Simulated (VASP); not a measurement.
# InP (F-43m) in VASP: notebook

Runs on InP. Level: r2SCAN. Tasks: single point.

Program: VASP 6.6.1. These are calculated values, not measurements. Logs are shortened: lines on timing, memory, paths and dates and some standing lists are left out, and cuts for length are marked.

**1. The cell of the first run**

It takes space group F-43m (No. 216, cubic). The conventional cell has a = 5.484 Å, b = 5.484 Å, c = 5.484 Å, α = 90.00°, β = 90.00°, γ = 90.00°. Within 3.1 Å of In (site symmetry -43m) lie 4 P at 2.37 Å. Within 3.1 Å of P (site symmetry -43m) lie 4 In at 2.37 Å.

**2. Single point, r2SCAN**

Contents of POSCAR:

```
InP
1.0
    0.0000000000      2.7421375492      2.7421375492
    2.7421375492      0.0000000000      2.7421375492
    2.7421375492      2.7421375492      0.0000000000
In P
1 1
Direct
    0.0000000000      0.0000000000      0.0000000000
    0.2500000000      0.2500000000      0.2500000000
```

Contents of INCAR.step1:

```
SYSTEM = InP
ALGO     = Normal         ! electronic algorithm
EDIFF    = 1E-4           ! SCF threshold, eV
ENCUT    = 520            ! plane-wave cutoff, eV
GGA      = PE             ! functional
ISMEAR   = 0              ! smearing method
LASPH    = .TRUE.         ! aspherical terms in the spheres
LCHARG   = .FALSE.        ! write CHGCAR
LREAL    = .FALSE.        ! projectors in reciprocal space
LWAVE    = .TRUE.         ! write WAVECAR
NBANDS   = 16             ! bands
NELM     = 60             ! most SCF steps
PREC     = Accurate       ! precision mode
SIGMA    = 0.02           ! smearing width, eV
```

Contents of INCAR.step2:

```
SYSTEM = InP
ALGO     = Normal         ! electronic algorithm
EDIFF    = 1E-6           ! SCF threshold, eV
ENCUT    = 520            ! plane-wave cutoff, eV
ISIF     = 2              ! what is computed and relaxed
ISMEAR   = 0              ! smearing method
ISTART   = 1            
LASPH    = .TRUE.         ! aspherical terms in the spheres
LCHARG   = .FALSE.        ! write CHGCAR
LMIXTAU  = .TRUE.       
LREAL    = .FALSE.        ! projectors in reciprocal space
LWAVE    = .FALSE.        ! write WAVECAR
METAGGA  = R2SCAN         ! meta-GGA
NBANDS   = 16             ! bands
NELM     = 60             ! most SCF steps
PREC     = Accurate       ! precision mode
SIGMA    = 0.02           ! smearing width, eV
```

Contents of KPOINTS:

```
k-points
0
G
  8 8 8
  0 0 0
```

Potentials or basis: VASP PAW PBE potentials, release 64 (In_d, P).

The run is started by

```sh
cat potpaw_PBE.64/In_d/POTCAR potpaw_PBE.64/P/POTCAR > POTCAR
cp INCAR.step1 INCAR
mpirun -np 1 vasp_std > vasp.out
cp INCAR.step2 INCAR
mpirun -np 1 vasp_std > vasp.out
```

OUTCAR:

```text
SYSTEM = InP
   EDIFF = 1E-6
   ENCUT = 520
   ISIF = 2
   ISMEAR = 0
   ISTART = 1
   LASPH = .TRUE.
   LREAL = .FALSE.
   METAGGA = R2SCAN
   NELM = 60
   PREC = Accurate

 ion  position               nearest neighbor table
   1  0.000  0.000  0.000-   2 2.37   2 2.37   2 2.37   2 2.37
   2  0.250  0.250  0.250-   1 2.37   1 2.37   1 2.37   1 2.37

  LATTYP: Found a face centered cubic cell.
 ALAT       =     5.4842750984

  Lattice vectors:

 A1 = (   0.0000000000,   2.7421375492,   2.7421375492)
 A2 = (   2.7421375492,   0.0000000000,   2.7421375492)
 A3 = (   2.7421375492,   2.7421375492,   0.0000000000)

Analysis of symmetry for initial positions (statically):
=====================================================================
 Subroutine PRICEL returns:
 Original cell was already a primitive cell.

 Routine SETGRP: Setting up the symmetry group for a
 face centered cubic supercell.

 Subroutine GETGRP returns: Found 24 space group operations
 (whereof 24 operations were pure point group operations)
 out of a pool of 48 trial point group operations.

The static configuration has the point symmetry T_d .

Analysis of symmetry for dynamics (positions and initial velocities):
=====================================================================
 Subroutine PRICEL returns:
 Original cell was already a primitive cell.

 Routine SETGRP: Setting up the symmetry group for a
 face centered cubic supercell.

 Subroutine GETGRP returns: Found 24 space group operations
 (whereof 24 operations were pure point group operations)
 out of a pool of 48 trial point group operations.

The dynamic configuration has the point symmetry T_d .

 Subroutine INISYM returns: Found 24 space group operations
 (whereof 24 operations are pure point group operations),
 and found     1 'primitive' translations

----------------------------------------------------------------------------------------

                                     Primitive cell

  volume of cell :      41.2380

  direct lattice vectors                    reciprocal lattice vectors
     0.000000000  2.742137549  2.742137549    -0.182339504  0.182339504  0.182339504
     2.742137549  0.000000000  2.742137549     0.182339504 -0.182339504  0.182339504
     2.742137549  2.742137549  0.000000000     0.182339504  0.182339504 -0.182339504

  length of vectors
     3.877968112  3.877968112  3.877968112     0.315821285  0.315821285  0.315821285

  position of ions in fractional coordinates (direct lattice)
     0.000000000  0.000000000  0.000000000
     0.250000000  0.250000000  0.250000000

  ion indices of the primitive-cell ions
   primitive index   ion index
                 1           1
                 2           2

----------------------------------------------------------------------------------------

 KPOINTS: k-points

Automatic generation of k-mesh.
 Grid dimensions read from file:
 generate k-points for:    8    8    8

 Generating k-lattice:

  Cartesian coordinates                     Fractional coordinates (reciprocal lattice)
    -0.022792438  0.022792438  0.022792438     0.125000000  0.000000000  0.000000000
     0.022792438 -0.022792438  0.022792438     0.000000000  0.125000000  0.000000000
     0.022792438  0.022792438 -0.022792438     0.000000000  0.000000000  0.125000000

  Length of vectors
     0.039477661  0.039477661  0.039477661

  Shift w.r.t. Gamma in fractional coordinates (k-lattice)
     0.000000000  0.000000000  0.000000000

 Subroutine IBZKPT returns following result:
 ===========================================

 Found     29 irreducible k-points:

 Following reciprocal coordinates:
            Coordinates               Weight
  0.000000  0.000000  0.000000      1.000000
  0.125000  0.000000  0.000000      8.000000
  0.250000  0.000000  0.000000      8.000000
  0.375000  0.000000  0.000000      8.000000
  0.500000  0.000000  0.000000      4.000000
  0.125000  0.125000  0.000000      6.000000
[... 16 lines left out ...]
  0.500000  0.250000  0.125000     48.000000
 -0.375000  0.250000  0.125000     24.000000
 [... further k-points ...]
   k-points           NKPTS =     29   k-points in BZ     NKDIM =     29   number of bands    NBANDS=     16
   number of dos      NEDOS =    301   number of ions     NIONS =      2
   total plane-waves  NPLWV =  27000
   dimension x,y,z NGX =    30 NGY =   30 NGZ =   30
   dimension x,y,z NGXF=    60 NGYF=   60 NGZF=   60
   ions per type =               1   1
   NGX,Y,Z   is equivalent  to a cutoff of  12.86, 12.86, 12.86 a.u.
   NGXF,Y,Z  is equivalent  to a cutoff of  25.72, 25.72, 25.72 a.u.
 SYSTEM =  InP
   PREC   = accura    normal or accurate (medium, high low for compatibility)
   ISTART =      1    job   : 0-new  1-cont  2-samecut
   ICHARG =      0    charge: 1-file 2-atom 10-const
   ISPIN  =      1    spin polarized calculation?
   LNONCOLLINEAR =      F non collinear calculations
   LSORBIT =      F    spin-orbit coupling
   LASPH  =      T    aspherical Exc in radial PAW
   ENCUT  =  520.0 eV  38.22 Ry    6.18 a.u.   7.21  7.21  7.21*2*pi/ulx,y,z
   NELM   =     60;   NELMIN=  2; NELMDL=  0     # of ELM steps
   EDIFF  = 0.1E-05   stopping-criterion for ELM
   LREAL  =      F    real-space projection
   EDIFFG = 0.1E-04   stopping-criterion for IOM
   NSW    =      0    number of steps for IOM
   IBRION =     -1    ionic relax: 0-MD 1-quasi-New 2-CG
   NFREE  =      0    steps in history (QN), initial steepest desc. (CG)
   ISIF   =      2    stress and relaxation
   ISYM   =      2    0-nonsym 1-usesym 2-fastsym
   POTIM  = 0.5000    time-step for ionic-motion
   TEBEG  =    0.0;   TEEND  =   0.0 temperature during run
   PSTRESS=    0.0 pullay stress
   NELECT =      18.0000    total number of electrons
   NUPDOWN=      -1.0000    fix difference up-down
   EMIN   =  10.00;   EMAX   =-10.00  energy-range for DOS
   EFERMI =   0.00;   METHOD = LEGACY
   ISMEAR =     0;   SIGMA  =   0.02  broadening in eV -4-tet -1-fermi 0-gaus
   EFERMI_NEDOS =   21; number of points for ismear=-14 and -15
   IALGO  =     38    algorithm
   IMIX   =      4    mixing-type and parameters
     AMIX     =   0.40;   BMIX     =  1.00
     AMIX_MAG =   1.60;   BMIX_MAG =  1.00
  volume/ion in A,a.u.               =      20.62       139.14
  Fermi-wavevector in a.u.,A,eV,Ry     =   1.241842  2.346742 20.982526  1.542172
  Thomas-Fermi vector in A             =   2.376223
   LORBIT       =      0    0 simple, 1 ext, 2 COOP (PROOUT), +10 PAW based schemes
   METAGGA = R2SCAN    functional components
   LHFCALC =     F    Hartree Fock is set to
   AEXX    =    0.0000 exact exchange contribution
   IVDW    =     0    specifies the selected vdW correction
   LEPSILON=     F    determine dielectric tensor
   LRPA    =     F    only Hartree local field effects (RPA)
 non-spin polarized calculation
 Gauss-broadening in eV      SIGMA  =   0.02
  energy-cutoff  :      520.00
  volume of cell :       41.24
 maximum number of plane-waves:      1124
 NGX is ok and might be reduce to    30
   NGX = 15   NGY = 15   NGZ = 15

 number of electron      18.0000003 magnetization

 Free energy of the ion-electron system (eV)
  ---------------------------------------------------
  ext. energy  EPLUGINS =         0.00000000
  ---------------------------------------------------
  free energy    TOTEN  =       -31.64749086 eV

  energy without entropy =      -31.64749086  energy(sigma->0) =      -31.64749086

 E-fermi :   7.6659     XC(G=0): -10.8601

 val. band max:        7.4991333913   @ k =   0.0000   0.0000   0.0000
 cond. band min:       9.1051150788   @ k =   0.5000   0.5000   0.0000
 fundamental gap:      1.6059816874
 Fermi energy:         7.6659364329

 k-point     1 :       0.0000    0.0000    0.0000
  band No.  band energies     occupation
      1      -7.7623      2.00000
      2      -7.7623      2.00000
      3      -7.7623      2.00000
      4      -7.4422      2.00000
      5      -7.4422      2.00000
      6      -6.1356      2.00000
[... 8 lines left out ...]
     15      17.6892      0.00000
     16      17.7325      0.00000

 k-point     2 :       0.1250    0.0000    0.0000
  band No.  band energies     occupation
      1      -7.8181      2.00000
      2      -7.7470      2.00000
      3      -7.7470      2.00000
      4      -7.4423      2.00000
      5      -7.4423      2.00000
      6      -5.8691      2.00000
[... 8 lines left out ...]
     15      16.9073      0.00000
     16      18.3797      0.00000

 k-point     3 :       0.2500    0.0000    0.0000
  band No.  band energies     occupation
      1      -7.9256      2.00000
      2      -7.7141      2.00000
      3      -7.7141      2.00000
      4      -7.4374      2.00000
      5      -7.4374      2.00000
      6      -5.1443      2.00000
[... 8 lines left out ...]
     15      16.6796      0.00000
     16      17.6621      0.00000

 k-point     4 :       0.3750    0.0000    0.0000
  band No.  band energies     occupation
      1      -8.0125      2.00000
      2      -7.6892      2.00000
      3      -7.6892      2.00000
      4      -7.4236      2.00000
      5      -7.4236      2.00000
      6      -4.1471      2.00000
[... 8 lines left out ...]
     15      17.8804      0.00000
     16      17.8804      0.00000

 k-point     5 :       0.5000    0.0000    0.0000
  band No.  band energies     occupation
      1      -8.0448      2.00000
      2      -7.6816      2.00000
      3      -7.6816      2.00000
      4      -7.4148      2.00000
      5      -7.4148      2.00000
      6      -3.5151      2.00000
[... 8 lines left out ...]
     15      19.1478      0.00000
     16      19.1478      0.00000

 k-point     6 :       0.1250    0.1250    0.0000
  band No.  band energies     occupation
      1      -7.8477      2.00000
      2      -7.7323      2.00000
      3      -7.7323      2.00000
      4      -7.4567      2.00000
      5      -7.4314      2.00000
      6      -5.7848      2.00000
[... 8 lines left out ...]
     15      17.8153      0.00000
     16      19.1535      0.00000
[... 267 lines left out ...]
 k-point    21 :       0.5000    0.5000    0.0000
  band No.  band energies     occupation
      1      -8.1444      2.00000
      2      -7.5659      2.00000
      3      -7.5434      2.00000
      4      -7.5434      2.00000
      5      -7.3679      2.00000
      6      -2.6053      2.00000
[... 8 lines left out ...]
     15      19.1457      0.00000
     16      20.6654      0.00000

 k-point    22 :       0.3750    0.2500    0.1250
  band No.  band energies     occupation
      1      -7.9969      2.00000
      2      -7.6746      2.00000
      3      -7.6612      2.00000
      4      -7.4798      2.00000
      5      -7.4111      2.00000
      6      -4.5604      2.00000
[... 8 lines left out ...]
     15      18.8100      0.00000
     16      20.6694      0.00000

 k-point    23 :       0.5000    0.2500    0.1250
  band No.  band energies     occupation
      1      -8.0447      2.00000
      2      -7.6618      2.00000
      3      -7.6312      2.00000
      4      -7.4716      2.00000
      5      -7.4110      2.00000
      6      -3.6389      2.00000
[... 8 lines left out ...]
     15      19.6561      0.00000
     16      20.3895      0.00000

 k-point    24 :      -0.3750    0.2500    0.1250
  band No.  band energies     occupation
      1      -8.0619      2.00000
      2      -7.6600      2.00000
      3      -7.6207      2.00000
      4      -7.4584      2.00000
      5      -7.4164      2.00000
      6      -3.0651      2.00000
[... 8 lines left out ...]
     15      19.2478      0.00000
     16      20.3711      0.00000

 [... further k-points ...]
[... 5 lines left out ...]
  --------------------------------------------------------------------------------------
  -------------------------------------------------------------------------------------
  Total        6.3689371      6.3689371      6.3689371      0.0000000      0.0000000     -0.0000000
  in kB      247.4456606    247.4456606    247.4456606      0.0000000      0.0000000     -0.0000000
  external PRESSURE =     247.4456606 kB  Pullay stress =       0.0000000 kB

 VOLUME and BASIS-vectors are now :
 -----------------------------------------------------------------------------
  energy-cutoff  :      520.00
  volume of cell :       41.24
      direct lattice vectors                 reciprocal lattice vectors
     0.000000000  2.742137549  2.742137549    -0.182339504  0.182339504  0.182339504
     2.742137549  0.000000000  2.742137549     0.182339504 -0.182339504  0.182339504
     2.742137549  2.742137549  0.000000000     0.182339504  0.182339504 -0.182339504

 POSITION                                       TOTAL-FORCE (eV/Angst)
 -----------------------------------------------------------------------------------
      0.00000      0.00000      0.00000        -0.000000      0.000000      0.000000
      1.37107      1.37107      1.37107         0.000000     -0.000000     -0.000000
 -----------------------------------------------------------------------------------
    total drift:                               -0.000005     -0.000005     -0.000005

  FREE ENERGIE OF THE ION-ELECTRON SYSTEM (eV)
  ---------------------------------------------------
  free  energy   TOTEN  =       -31.6474908569 eV

  energy  without entropy=      -31.6474908569  energy(sigma->0) =      -31.64749086
```

Wall time 37 s (1 thread of Intel Xeon 6975P-C (Granite Rapids), shared host); peak memory 0.17 GiB.

What came out:

```
Free energy            : -31.6475 eV
Pressure               : 24.7 GPa
Band gap on the k mesh : 1.61 eV (least direct gap 2.28 eV)
```

Caveat: the cell stands under pressure; the PAW data sets were made with another functional, which shifts forces and pressure a little; spin-orbit coupling is left out, which moves the levels of the heavy elements. A k mesh can miss the band edges.

[end of part 1 of 2]
